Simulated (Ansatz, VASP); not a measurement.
# One calculation of RbBr, two programs

```
Rb Br
1.0
     0.00000    3.47260    3.47260
     3.47260    0.00000    3.47260
     3.47260    3.47260    0.00000
Rb Br
1 1
Direct
  0.00000 0.00000 0.00000
  0.50000 0.50000 0.50000
```

Change from the starting cell: functional r2scan, volume scaled by 1.04, PAW files.

Alike in both runs: task electric field gradients; functional r2SCAN; k mesh 7 × 7 × 7; occupations fermi-dirac, width 0.03 eV; no spin polarisation.

|  | VASP | Ansatz |
| --- | --- | --- |
| version | VASP 6.6.1 | Ansatz 0.2.0 |
| potentials or method | VASP PAW PBE potentials, release 64 (Rb_sv, Br) | PAW with Ansatz's default frozen-core files, scalar-relativistic |
| plane-wave cutoff (eV) | 520 | 500 |
| valence electrons in the cell | 16 | 16 |

|  | VASP | Ansatz | Ansatz less VASP |
| --- | --- | --- | --- |
| gap on the k mesh at the Fermi level (eV) | 4.87 | 4.87 | 0.000 |
| pressure (GPa) | -0.1 | -0.1 | -0.01 |

VASP's potentials were made for PBE, not for r2SCAN. The functional is the same, so the differences come from potentials, cutoffs and numerics.
